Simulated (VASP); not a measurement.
A run of VASP 6.6.1 is set up as follows.

File POSCAR:

```
Pt
1.0
    0.0000000000      2.0068475000      1.9579000000
    2.0068475000      0.0000000000      1.9579000000
    2.0068475000      2.0068475000      0.0000000000
Pt
1
Direct
    0.0000000000      0.0000000000      0.0000000000
```

Contents of INCAR.step1:

```
SYSTEM = Pt
PREC = Accurate
ENCUT = 520
ISMEAR = 0
SIGMA = 0.15
LREAL = .False.
LASPH = .True.
NELM = 100
NBANDS = 11
GGA = PE
ALGO = Normal
EDIFF = 1E-4
LWAVE = .True.
LCHARG = .False.
```

INCAR.step2

```
SYSTEM = Pt
PREC = Accurate
ENCUT = 520
EDIFF = 1E-7
ISMEAR = 0
SIGMA = 0.15
LREAL = .False.
LASPH = .True.
NELM = 100
ALGO = Normal
ISIF = 2
LWAVE = .False.
LCHARG = .True.
METAGGA = R2SCAN
LMIXTAU = .True.
LELF = .True.
LVHAR = .True.
NBANDS = 11
ISTART = 1
```

The input KPOINTS:

```
regular mesh
0
Gamma
  20 20 20
  0 0 0
```

Potentials or basis: VASP PAW PBE potentials, release 64 (Pt).

Run with:

```console
$ cat potpaw_PBE.64/Pt/POTCAR > POTCAR
$ cp INCAR.step1 INCAR
$ mpirun -np 1 vasp_std > vasp.out
$ cp INCAR.step2 INCAR
$ mpirun -np 1 vasp_std > vasp.out
```

(1) What does it give for the band gap on the k mesh?

(2) Estimate the pressure.

Results:

(1) zero (bands 5 and 6 overlap by 2.27 eV).

(2) -7.0 GPa.

Caveat: the cell differs from its parent crystal (strain +0.025 along x and y, +0.000 along z); the cell stands under tension; the PAW data sets were made with another functional, which shifts forces and pressure a little; spin-orbit coupling is left out, which moves the levels of the heavy elements.
